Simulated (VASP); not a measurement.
# MnO in VASP: settings compared, part 3 of 3

VASP 6.6.1. Earlier steps stand in the parts before.

### 6 Single point, LDA, collinear spin, ferromagnetic start

This run uses another cell than the first one, of 10.56 Å³/atom.

The input, INCAR:

```
PREC = Accurate ; ENCUT = 520
EDIFF = 1E-6 ; ISMEAR = -1
SIGMA = 0.05 ; LREAL = False
LASPH = True ; NELM = 150
ALGO = Normal ; ISIF = 2
LWAVE = False ; LCHARG = False
ISPIN = 2 ; MAGMOM = 4 0
LORBIT = 11 ; LMAXMIX = 4
NBANDS = 20
```

The input, KPOINTS:

```
Automatic mesh
0
Gamma
  10 10 10
```

The input, POSCAR:

```
MnO
1.0
    0.0000000000      2.1938512115      2.1938512115
    2.1938512115      0.0000000000      2.1938512115
    2.1938512115      2.1938512115      0.0000000000
Mn O
1 1
Direct
    0.0000000000      0.0000000000      0.0000000000
    0.5000000000      0.5000000000      0.5000000000
```

Potentials or basis: VASP PAW LDA potentials, release 64 (Mn_pv, O).

Started as:

```sh
$ cat potpaw_LDA.64/Mn_pv/POTCAR potpaw_LDA.64/O/POTCAR > POTCAR
$ mpirun -np 1 vasp_std > vasp.out
```

OUTCAR:

```text
PREC = Accurate
   ENCUT = 520
   EDIFF = 1E-6
   ISMEAR = -1
   LREAL = False
   LASPH = True
   NELM = 150
   ISIF = 2
   ISPIN = 2
   LORBIT = 11

 ion  position               nearest neighbor table
   1  0.000  0.000  0.000-   2 2.19   2 2.19   2 2.19   2 2.19   2 2.19   2 2.19
   2  0.500  0.500  0.500-   1 2.19   1 2.19   1 2.19   1 2.19   1 2.19   1 2.19

  LATTYP: Found a face centered cubic cell.
 ALAT       =     4.3877024230

  Lattice vectors:

 A1 = (   0.0000000000,   2.1938512115,   2.1938512115)
 A2 = (   2.1938512115,   0.0000000000,   2.1938512115)
 A3 = (   2.1938512115,   2.1938512115,   0.0000000000)

Analysis of symmetry for initial positions (statically):
=====================================================================
 Subroutine PRICEL returns:
 Original cell was already a primitive cell.

 Routine SETGRP: Setting up the symmetry group for a
 face centered cubic supercell.

 Subroutine GETGRP returns: Found 48 space group operations
 (whereof 48 operations were pure point group operations)
 out of a pool of 48 trial point group operations.

The static configuration has the point symmetry O_h .

Analysis of symmetry for dynamics (positions and initial velocities):
=====================================================================
 Subroutine PRICEL returns:
 Original cell was already a primitive cell.

 Routine SETGRP: Setting up the symmetry group for a
 face centered cubic supercell.

 Subroutine GETGRP returns: Found 48 space group operations
 (whereof 48 operations were pure point group operations)
 out of a pool of 48 trial point group operations.

The dynamic configuration has the point symmetry O_h .

Analysis of structural, dynamic, and magnetic symmetry:
=====================================================================
 Subroutine PRICEL returns:
 Original cell was already a primitive cell.

 Routine SETGRP: Setting up the symmetry group for a
 face centered cubic supercell.

 Subroutine GETGRP returns: Found 48 space group operations
 (whereof 48 operations were pure point group operations)
 out of a pool of 48 trial point group operations.

The overall configuration has the point symmetry O_h .

 Subroutine INISYM returns: Found 48 space group operations
 (whereof 48 operations are pure point group operations),
 and found     1 'primitive' translations

----------------------------------------------------------------------------------------

                                     Primitive cell

  volume of cell :      21.1179

  direct lattice vectors                    reciprocal lattice vectors
     0.000000000  2.193851212  2.193851212    -0.227909713  0.227909713  0.227909713
     2.193851212  0.000000000  2.193851212     0.227909713 -0.227909713  0.227909713
     2.193851212  2.193851212  0.000000000     0.227909713  0.227909713 -0.227909713

  length of vectors
     3.102574137  3.102574137  3.102574137     0.394751202  0.394751202  0.394751202

  position of ions in fractional coordinates (direct lattice)
     0.000000000  0.000000000  0.000000000
     0.500000000  0.500000000  0.500000000

  ion indices of the primitive-cell ions
   primitive index   ion index
                 1           1
                 2           2

----------------------------------------------------------------------------------------

 KPOINTS: Automatic mesh
[... 62 lines left out ...]
   ISPIN  =      2    spin polarized calculation?
   LNONCOLLINEAR =      F non collinear calculations
   LSORBIT =      F    spin-orbit coupling
   LASPH  =      T    aspherical Exc in radial PAW
   ENCUT  =  520.0 eV  38.22 Ry    6.18 a.u.   5.77  5.77  5.77*2*pi/ulx,y,z
   NELM   =    150;   NELMIN=  2; NELMDL= -5     # of ELM steps
   EDIFF  = 0.1E-05   stopping-criterion for ELM
   LREAL  =      F    real-space projection
   EDIFFG = 0.1E-04   stopping-criterion for IOM
   NSW    =      0    number of steps for IOM
   IBRION =     -1    ionic relax: 0-MD 1-quasi-New 2-CG
   NFREE  =      0    steps in history (QN), initial steepest desc. (CG)
   ISIF   =      2    stress and relaxation
   ISYM   =      2    0-nonsym 1-usesym 2-fastsym
   POTIM  = 0.5000    time-step for ionic-motion
   TEBEG  =    0.0;   TEEND  =   0.0 temperature during run
   PSTRESS=    0.0 pullay stress
   NELECT =      19.0000    total number of electrons
   NUPDOWN=      -1.0000    fix difference up-down
   EMIN   =  10.00;   EMAX   =-10.00  energy-range for DOS
   EFERMI =   0.00;   METHOD = LEGACY
   ISMEAR =    -1;   SIGMA  =   0.05  broadening in eV -4-tet -1-fermi 0-gaus
   EFERMI_NEDOS =   21; number of points for ismear=-14 and -15
   IALGO  =     38    algorithm
   IMIX   =      4    mixing-type and parameters
     AMIX     =   0.40;   BMIX     =  1.00
     AMIX_MAG =   1.60;   BMIX_MAG =  1.00
  volume/ion in A,a.u.               =      10.56        71.26
  Fermi-wavevector in a.u.,A,eV,Ry     =   1.580431  2.986581 33.984116  2.497762
  Thomas-Fermi vector in A             =   2.680660
   LORBIT       =     11    0 simple, 1 ext, 2 COOP (PROOUT), +10 PAW based schemes
   GGA     = CA    functional components
   LHFCALC =     F    Hartree Fock is set to
   AEXX    =    0.0000 exact exchange contribution
   IVDW    =     0    specifies the selected vdW correction
   LEPSILON=     F    determine dielectric tensor
   LRPA    =     F    only Hartree local field effects (RPA)
 spin polarized calculation
  energy-cutoff  :      520.00
  volume of cell :       21.12
 maximum number of plane-waves:       588
   NGX = 11   NGY = 11   NGZ = 11

 number of electron      19.0000002 magnetization       4.3569207

 Free energy of the ion-electron system (eV)
  ---------------------------------------------------
  ext. energy  EPLUGINS =         0.00000000
  ---------------------------------------------------
  free energy    TOTEN  =       -17.67679948 eV

  energy without entropy =      -17.66727131  energy(sigma->0) =      -17.67203539

 E-fermi :   7.6886     XC(G=0): -12.6197

 val. band max:        7.6882090406   @ k =   0.2000   0.1000   0.0000
 cond. band min:       7.7028348353   @ k =   0.1000   0.1000   0.0000
 fundamental gap:      0.0146257947
 Fermi energy:         7.6885914424

 spin component 1

 k-point     1 :       0.0000    0.0000    0.0000
  band No.  band energies     occupation
      1     -42.0007      1.00000
      2     -42.0007      1.00000
      3     -42.0007      1.00000
      4     -12.7020      1.00000
      5       3.6612      1.00000
      6       3.6612      1.00000
[... 541 lines left out ...]
     19      32.9996      0.00000
     20      34.6251      0.00000

 [... further k-points ...]

 spin component 2

 k-point     1 :       0.0000    0.0000    0.0000
  band No.  band energies     occupation
      1     -38.0479      1.00000
      2     -38.0479      1.00000
      3     -38.0479      1.00000
      4     -12.2822      1.00000
      5       4.0536      1.00000
      6       4.0536      1.00000
[... 541 lines left out ...]
     19      34.0103      0.00000
     20      35.5356      0.00000

 [... further k-points ...]

------------------------ aborting loop because EDIFF is reached ----------------------------------------

  FORCE on cell =-STRESS in cart. coord.  units (eV):
  Direction    XX          YY          ZZ          XY          YZ          ZX
  --------------------------------------------------------------------------------------
  -------------------------------------------------------------------------------------
  Total       -2.0242568     -2.0242568     -2.0242568     -0.0000000      0.0000000      0.0000000
  in kB     -153.5764687   -153.5764687   -153.5764687     -0.0000000      0.0000000      0.0000000
  external PRESSURE =    -153.5764687 kB  Pullay stress =       0.0000000 kB

 VOLUME and BASIS-vectors are now :
 -----------------------------------------------------------------------------
  energy-cutoff  :      520.00
  volume of cell :       21.12
      direct lattice vectors                 reciprocal lattice vectors
     0.000000000  2.193851212  2.193851212    -0.227909713  0.227909713  0.227909713
     2.193851212  0.000000000  2.193851212     0.227909713 -0.227909713  0.227909713
     2.193851212  2.193851212  0.000000000     0.227909713  0.227909713 -0.227909713

 POSITION                                       TOTAL-FORCE (eV/Angst)
 -----------------------------------------------------------------------------------
      0.00000      0.00000      0.00000        -0.000000     -0.000000     -0.000000
      2.19385      2.19385      2.19385         0.000000      0.000000      0.000000
 -----------------------------------------------------------------------------------
    total drift:                                0.000000     -0.000000     -0.000000

  FREE ENERGIE OF THE ION-ELECTRON SYSTEM (eV)
  ---------------------------------------------------
  free  energy   TOTEN  =       -17.6767994799 eV

  energy  without entropy=      -17.6672713067  energy(sigma->0) =      -17.67203539

 total charge

# of ion       s       p       d       tot
------------------------------------------
    1        0.212   6.188   5.023  11.423
    2        1.550   3.387   0.000   4.938
--------------------------------------------------
tot          1.762   9.576   5.023  16.361

 magnetization (x)

# of ion       s       p       d       tot
------------------------------------------
    1        0.028   0.020   3.934   3.982
    2        0.029   0.139   0.000   0.168
--------------------------------------------------
tot          0.058   0.158   3.934   4.150
```

Wall time 11 s (1 thread of Intel Xeon 6975P-C (Granite Rapids), shared host); peak memory 0.15 GiB.

Results:

- Free energy: -17.6768 eV
- Pressure: -15.4 GPa
- Net moment: 4.36 μB per cell
- Site moments: Mn +3.98; O +0.17 μB
- Valence electrons inside the program's atomic spheres: Mn 11.42; O 4.94

Caveat: the cell stands under tension; a cell with one magnetic atom can't hold antiferromagnetic order, which such compounds often take; semilocal functionals often make such compounds metallic where correlation or magnetic order opens a gap, which also shifts bond lengths.

### 7 Overview

| level | potentials or basis | cell | k mesh | grid for exact exchange (PRECFOCK) | share of exact exchange | screening parameter | gap on the mesh (eV) | pressure (GPa) | moment (μB) |
| --- | --- | --- | --- | --- | --- | --- | --- | --- | --- |
| PBE | VASP PAW PBE potentials, release 64 (Mn_pv, O) | a = 3.145 Å, angles 60.0°, 2 atoms, atomic positions A | 10 × 10 × 10 | - | - | - | none | 0.8 | 4.80 |
| B3LYP | VASP PAW PBE potentials, release 64 (Mn_pv, O) | a = 3.124 Å, angles 60.0°, 2 atoms, atomic positions B | 5 × 5 × 5 | Normal | 0.2 | - | 2.14 | 9.6 | 5.00 |
| HSE06 | VASP PAW PBE potentials, release 64 (Mn_pv, O) | a = 3.081 Å, angles 60.0°, 2 atoms, atomic positions B | 5 × 5 × 5 | Normal | 0.25 | 0.2079 1/Å | 1.59 | 13.5 | 5.00 |
| LDA | VASP PAW LDA potentials, release 64 (Mn_pv, O) | a = 3.081 Å, angles 60.0°, 2 atoms, atomic positions B | 10 × 10 × 10 | - | - | - | none | -13.3 | 4.29 |
| LDA | VASP PAW LDA potentials, release 64 (Mn_pv, O) | a = 3.103 Å, angles 60.0°, 2 atoms, atomic positions B | 10 × 10 × 10 | - | - | - | none | -15.4 | 4.36 |

Alike in all rows: task single point; spin collinear, ferromagnetic start; cutoff (eV) 520; smearing fermi-dirac 0.05 eV.

Caveats: some runs use coarse meshes; a cell with one magnetic atom can't hold antiferromagnetic order, which such compounds often take; semilocal functionals often make such compounds metallic where correlation or magnetic order opens a gap, which also shifts bond lengths (at least some runs); the PAW data sets were made with another functional, which shifts forces and pressure a little (at least some runs); an odd mesh through Γ misses points on the zone boundary, where band edges can lie (at least some runs); the cell stands under tension (at least some runs).

Absolute energies hang on the potentials; compare differences alone.
